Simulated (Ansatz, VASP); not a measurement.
One calculation of Ta3N, two programs

```
Ta N
1.0
     3.03222    0.00000    0.00000
    -1.51611    2.62598    0.00000
     0.00000    0.00000    7.52414
Ta N
3 1
Direct
  0.66667 0.33333 0.82607
  0.33333 0.66667 0.17393
  0.00000 0.00000 0.50000
  0.00000 0.00000 0.00000
```

Alike in both runs: functional PBE; k mesh 10 × 10 × 4; occupations fermi-dirac, width 0.05 eV; no spin polarisation; Hubbard terms Ta d U = 8.0 eV.

```csv
,VASP,Ansatz
version,VASP 6.6.1,Ansatz 0.2.0
potentials or method,"VASP PAW PBE potentials, release 64 (Ta_sv_GW, N)",Ansatz PAW
plane-wave cutoff (eV),700,420
valence electrons in the cell,44,44
task,single point,projected density of states
```

```tsv
	VASP	Ansatz	Ansatz less VASP
gap on the k mesh at the Fermi level (eV)	none	none	-
pressure (GPa)	25.7	15.7	-9.99
traceless stress, the component that is largest in VASP (GPa)	3.18	8.88	+5.701
rms of the force components (eV/Å)	0.306	0.232	-0.0738
```

The programs project onto different local orbitals, so the same U acts differently, and such runs can settle in different states. Atom by atom the forces differ by 0.538 eV/Å (rms over components). A gap of «none» marks a metal or a gap that the smearing closes.

Spin-orbit coupling is off throughout.
